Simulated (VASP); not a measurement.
A run of VASP 6.6.1:

The input INCAR:

```
  PREC = Accurate
  ENCUT = 520
  EDIFF = 1E-7
  ISMEAR = 0
  SIGMA = 0.05
  LREAL = Auto
  LASPH = True
  NELM = 60
  ALGO = Normal
  ISIF = 2
  LWAVE = False
  LCHARG = False
  GGA = PS
  NBANDS = 76
```

Contents of KPOINTS:

```
regular mesh
0
Gamma
  6 6 3
```

POSCAR

```
AlGa3N4
1.0
    0.0000000000     -4.4676279353      0.0000000000
    0.0000000000      0.0000000000     -4.4676279353
    9.1852558707      0.0000000000      0.0000000000
Al Ga N
2 6 8
Direct
    1.0000000000      1.0000000000      0.7916017329
    1.0000000000      1.0000000000      0.3052104992
    0.5000000000      1.0000000000      0.0620148823
    0.5000000000      1.0000000000      0.5484061161
    1.0000000000      0.5000000000      0.0620148823
    1.0000000000      0.5000000000      0.5484061161
    0.5000000000      0.5000000000      0.7916017329
    0.5000000000      0.5000000000      0.3052104992
    0.2449690796      0.7550309204      0.1860596863
    0.2449690796      0.7550309204      0.6724509201
    0.7550309204      0.2449690796      0.1860596863
    0.7550309204      0.2449690796      0.6724509201
    0.2449690796      0.2449690796      0.9107525458
    0.2449690796      0.2449690796      0.4243613120
    0.7550309204      0.7550309204      0.9107525458
    0.7550309204      0.7550309204      0.4243613120
```

Potentials or basis: VASP PAW PBE potentials, release 64 (Al, Ga_d, N).

Launch:

```sh
$ cat potpaw_PBE.64/Al/POTCAR potpaw_PBE.64/Ga_d/POTCAR potpaw_PBE.64/N/POTCAR > POTCAR
$ mpirun -np 1 vasp_std > vasp.out
```

Hardware: 1 thread of Oxide Virtual Turin-like Processor (shared host).

Question: How long does it take, and how much memory?

Answer: It took 16 min on 1 thread of Oxide Virtual Turin-like Processor, with other jobs on the host, peak memory 0.39 GiB. Counts: scf iterations 19, k points 26.
